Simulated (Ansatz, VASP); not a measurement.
## One calculation of Ti, two programs

The input POSCAR:

```
Ti
1.0
    3.2192718434      0.0000000000      0.0000000000
    0.0000000000      3.2192718434      0.0000000000
    0.0000000000      0.0000000000      3.2192718434
Ti
2
Direct
    0.0000000000      0.0000000000      0.0000000000
    0.5000000000      0.5000000000      0.5000000000
```

Contents of INCAR.step1:

```
SYSTEM = Ti
  PREC = Accurate
  ENCUT = 520
  ISMEAR = 0
  SIGMA = 0.1
  LREAL = .False.
  LASPH = .True.
  NELM = 60
  NBANDS = 19
  GGA = PE
  ALGO = Normal
  EDIFF = 1E-4
  LWAVE = .True.
  LCHARG = .False.
```

The input INCAR.step2:

```
SYSTEM = Ti
  PREC = Accurate
  ENCUT = 520
  EDIFF = 1E-6
  ISMEAR = 0
  SIGMA = 0.1
  LREAL = .False.
  LASPH = .True.
  NELM = 60
  ALGO = Normal
  ISIF = 2
  LWAVE = .False.
  LCHARG = .False.
  METAGGA = R2SCAN
  LMIXTAU = .True.
  NBANDS = 19
  ISTART = 1
```

KPOINTS

```
Automatic mesh
0
Gamma
  16 16 16
  0 0 0
```

Input for Ansatz:

```yaml
crystal:
  lattice:
    - [3.2192718434, 0.0, 0.0]
    - [0.0, 3.2192718434, 0.0]
    - [0.0, 0.0, 3.2192718434]
  atoms:
    - { symbol: Ti, position: [0.0, 0.0, 0.0] }
    - { symbol: Ti, position: [0.5, 0.5, 0.5] }
basis:
  ecutwfc: 500
kpoints:
  mp_grid: { grid: [16, 16, 16] }
hamiltonian:
  xc: r2scan
scf:
  occupations: { method: gaussian, width: 0.1 }
output:
  forces: true
  stress: true
  eigenvalues: true
```

Change from the starting cell: equal strain along all axes, cell held, atoms relaxed: -1.0 %.

Alike in both runs: task single point; functional r2SCAN; k mesh 16 × 16 × 16; occupations gaussian, width 0.1 eV; no spin polarisation.

|  | VASP | Ansatz |
| --- | --- | --- |
| version | VASP 6.6.1 | Ansatz 0.2.0 |
| potentials or method | VASP PAW PBE potentials, release 64 (Ti_sv), cutoff 520 eV | scalar-relativistic, plane waves, PAW |
| valence electrons in the cell | 24 | 24 |

|  | VASP | Ansatz | Ansatz less VASP |
| --- | --- | --- | --- |
| gap on the k mesh at the Fermi level (eV) | none | none | - |
| pressure (GPa) | 4.0 | 3.5 | -0.48 |

VASP's potentials were made for PBE, not for r2SCAN. A gap of «none» marks a metal or a gap that the smearing closes.
